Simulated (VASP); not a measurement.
## P: relaxation of cell and atoms with RPBE

The system is P.

```xyz
1
Lattice="2.5428 0.0000 0.0000 0.0000 2.5428 0.0000 0.0000 0.0000 2.5428" Properties=species:S:1:pos:R:3 pbc="T T T"
P     0.0000    0.0000    0.0000
```

```
Program                : VASP 6.6.1
Task                   : relaxation of cell and atoms
Functional             : RPBE
Potentials or basis    : VASP PAW PBE potentials, release 64 (P)
Cutoff                 : 500 eV
k mesh                 : 12 × 12 × 12
Occupations            : fermi-dirac, width 0.1 eV
Spin                   : no spin polarisation
Dipole correction      : no
Further INCAR settings : ALGO = Normal; EDIFF = 1e-07; IBRION = 2; EDIFFG = -0.01; NSW = 80; ISIF = 3
```

* Relaxed volume: 14.73 Å³/atom
* Relaxed cell: a = 2.451 Å, b = 2.451 Å, c = 2.451 Å, α = 90.00°, β = 90.00°, γ = 90.00°
* Space group after relaxing (to 0.05 Å): Pm-3m (No. 221)
* Energy gained by relaxing: 48.2 meV/atom
* Ionic steps: 3
* Pressure after relaxing: -0.1 GPa

Step by step:
| step | energy change (eV) | largest force (eV/Å) | pressure (GPa) | volume (Å³) |
| --- | --- | --- | --- | --- |
| 1 | 0.0000 | 0.0000 | -8.49 | 16.44 |
| 2 | -0.0468 | 0.0000 | 1.77 | 14.45 |
| 3 | -0.0482 | 0.0000 | -0.11 | 14.73 |

Final structure:
```yaml
crystal:
  lattice:
    - [2.45125, 0.00000, 0.00000]
    - [0.00000, 2.45125, 0.00000]
    - [0.00000, 0.00000, 2.45125]
  atoms:
    - { symbol: P, position: [0.00000, 0.00000, 0.00000] }
```

Levels at points of the mesh, in eV from the Fermi level:
```tsv
k point	band 1	band 2	band 3	band 4	band 5	band 6
(0.00, 0.00, 0.00)	-16.44	4.93	4.93	4.93	6.69	6.69
(0.50, 0.00, 0.00)	-12.18	-8.62	7.71	7.71	9.21	14.20
(0.50, 0.50, 0.00)	-7.55	-5.28	-5.28	1.01	10.30	16.68
(0.50, 0.50, 0.50)	-2.23	-2.23	-2.23	-1.78	4.63	4.63
```

Run time: 20 s on 1 thread of Intel Xeon 8259CL, on a shared host, peak memory 0.12 GiB.

Caveat: the PAW data sets were made with another functional, which shifts forces and pressure a little.
